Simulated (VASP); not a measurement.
Here is a VASP 6.6.1 calculation.

File INCAR:

```
PREC = Accurate ; ENCUT = 520
EDIFF = 1E-7 ; ISMEAR = 0
SIGMA = 0.02 ; LREAL = F
LASPH = T ; NELM = 100
ALGO = Normal ; ISIF = 2
LWAVE = F ; LCHARG = F
GGA = PS ; NBANDS = 28
```

File KPOINTS:

```
regular mesh
0
Gamma
  6 6 6
```

Contents of POSCAR:

```
PbSe
1.0
    0.0000000000     12.7288415070      3.7428504247
    3.1513281266      0.1875265200      3.0228024847
    3.1513281266     12.5413149870      0.7200479400
Pb Se
2 2
Direct
    0.1865939215      0.7974957751      0.2025042249
    0.7916005717      0.1811961347      0.8188038653
    0.6728716530      0.3020831521      0.6979168479
    0.3149348539      0.6852259380      0.3147740620
```

Potentials or basis: VASP PAW PBE potentials, release 64 (Pb_d, Se).

Command:

```console
$ cat potpaw_PBE.64/Pb_d/POTCAR potpaw_PBE.64/Se/POTCAR > POTCAR
$ mpirun -np 1 vasp_std > vasp.out
```

(1) Predict the pressure.

(2) Estimate the largest force.

## Answers

(1) -1.5 GPa.

(2) 0.683 eV/Å.

Caveat: the cell differs from its parent crystal (strained and its atoms moved); the PAW data sets were made with another functional, which shifts forces and pressure a little.
